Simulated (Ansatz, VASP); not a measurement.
**NaRuS3: VASP beside Ansatz**

File INCAR:

```
SYSTEM = NaRuS3
PREC = Accurate
ENCUT = 600
EDIFF = 1E-6
ISMEAR = 0
SIGMA = 0.1
LREAL = .False.
LASPH = .True.
NELM = 100
ALGO = Normal
ISIF = 3
LWAVE = .False.
LCHARG = .False.
GGA = PE
IBRION = 2
NSW = 90
EDIFFG = -0.04
```

The input KPOINTS:

```
regular mesh
0
Gamma
  4 4 4
  0 0 0
```

POSCAR

```
NaRuS3
1.0
    4.3615221689      0.0000000000      0.0000000000
    0.0000000000      4.3615221689      0.0000000000
    0.0000000000      0.0000000000      4.3813680870
Na Ru S
1 1 3
Direct
    0.0000000000      0.0000000000      0.0000000000
    0.5000000000      0.5000000000      0.5000000000
    0.5000000000      0.5000000000      0.0000000000
    0.5000000000      0.0000000000      0.5000000000
    0.0000000000      0.5000000000      0.5000000000
```

Input for Ansatz:

```yaml
crystal:
  lattice:
    - [4.3615221689, 0.0, 0.0]
    - [0.0, 4.3615221689, 0.0]
    - [0.0, 0.0, 4.381368087]
  atoms:
    - { symbol: Na, position: [0.0, 0.0, 0.0] }
    - { symbol: Ru, position: [0.5, 0.5, 0.5] }
    - { symbol: S, position: [0.5, 0.5, 0.0] }
    - { symbol: S, position: [0.5, 0.0, 0.5] }
    - { symbol: S, position: [0.0, 0.5, 0.5] }
basis:
  ecutwfc: 420
kpoints:
  mp_grid: { grid: [4, 4, 4] }
hamiltonian:
  xc: pbe
scf:
  occupations: { method: gaussian, width: 0.1 }
  lower_state_search: "off"
output:
  forces: true
  stress: true
  eigenvalues: true
relax:
  adjacent_minimum: "off"
  f_tol: 0.04
  max_steps: 70
  cell: { stress_tol: 0.4 }
```

Alike in both runs: task relaxation of cell and atoms; functional PBE; k mesh 4 × 4 × 4; occupations gaussian, width 0.1 eV; no spin polarisation.

|  | VASP | Ansatz |
| --- | --- | --- |
| version | VASP 6.6.1 | Ansatz 0.2.0 |
| potentials or method | VASP PAW PBE potentials, release 64 (Na_pv, Ru_pv, S), cutoff 600 eV | scalar-relativistic, plane waves, PAW |
| valence electrons in the cell | 39 | 43 |

VASP gave:

| Quantity | Value |
| --- | --- |
| gap on the k mesh at the Fermi level, each at its own relaxed structure (eV) | none |
| relaxed volume (Å³/atom) | 20.55 |
| relaxed length of the cell vector where the two differ most in proportion (Å) | 4.692 |

Problem. Which values does Ansatz return?

Solution. gap on the k mesh at the Fermi level, each at its own relaxed structure (eV): none; relaxed volume (Å³/atom): 20.56; relaxed length of the cell vector where the two differ most in proportion (Å): 4.689.

A gap of «none» marks a metal or a gap that the smearing closes. VASP's potentials hold 39 valence electrons a cell and Ansatz's 43, so a difference there can come from the potentials and not from the codes.

The k mesh is coarse, so the values compare programs but aren't converged. Noted on VASP's run: the volume moved by over 15 % at a fixed basis, so the end points are rough; too few bands were computed for a metal, which touches its energy and stress.
